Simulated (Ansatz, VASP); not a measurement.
**One calculation of Ba, two programs**

File INCAR:

```
ALGO     = Fast           # electronic algorithm
EDIFF    = 1E-6           # SCF threshold, eV
EDIFFG   = -0.01          # ionic threshold
ENCUT    = 600            # plane-wave cutoff, eV
GGA      = PE             # functional
IBRION   = 2              # ionic algorithm
ISIF     = 3              # what is computed and relaxed
ISMEAR   = 0              # smearing method
LASPH    = True           # aspherical terms in the spheres
LCHARG   = False          # write CHGCAR
LREAL    = False          # projectors in reciprocal space
LWAVE    = False          # write WAVECAR
NELM     = 60             # most SCF steps
NSW      = 100            # ionic steps
PREC     = Accurate       # precision mode
SIGMA    = 0.1            # smearing width, eV
```

File KPOINTS:

```
k-points
0
Gamma
  14 14 14
```

The input POSCAR:

```
Ba
1.0
    3.9014335166      0.0000000000      0.0000000000
    0.0000000000      3.9014335166      0.0000000000
    0.0000000000      0.0000000000      3.9014335166
Ba
1
Direct
    0.0000000000      0.0000000000      0.0000000000
```

Input for Ansatz:

```yaml
crystal:
  lattice:
    - [3.9014335166, 0.0, 0.0]
    - [0.0, 3.9014335166, 0.0]
    - [0.0, 0.0, 3.9014335166]
  atoms:
    - { symbol: Ba, position: [0.0, 0.0, 0.0] }
basis:
  ecutwfc: 420
kpoints:
  mp_grid: { grid: [14, 14, 14] }
hamiltonian:
  xc: pbe
scf:
  occupations: { method: gaussian, width: 0.1 }
output:
  forces: true
  stress: true
  eigenvalues: true
  write_density: true
  write_potential: true
  elf: true
  volumetric_format: npy
relax:
  adjacent_minimum: "off"
  f_tol: 0.01
  max_steps: 80
  cell: { stress_tol: 0.05 }
```

Alike in both runs: task relaxation of cell and atoms; functional PBE; k mesh 14 × 14 × 14; occupations gaussian, width 0.1 eV; no spin polarisation.

```csv
,VASP,Ansatz
version,VASP 6.6.1,Ansatz 0.2.0
potentials or method,"VASP PAW PBE potentials, release 64 (Ba_sv), cutoff 600 eV","scalar-relativistic, plane waves, PAW"
valence electrons in the cell,10,10
```

Ansatz gave:

| Item | Value |
| --- | --- |
| gap on the k mesh at the Fermi level, each at its own relaxed structure (eV) | none |
| relaxed volume (Å³/atom) | 61.38 |
| relaxed length of the cell vector where the two differ most in proportion (Å) | 3.945 |

Question: Estimate VASP's values.

Answer: gap on the k mesh at the Fermi level, each at its own relaxed structure (eV): none; relaxed volume (Å³/atom): 62.77; relaxed length of the cell vector where the two differ most in proportion (Å): 3.974.

A gap of «none» marks a metal or a gap that the smearing closes.

Neither program's run includes spin-orbit coupling.
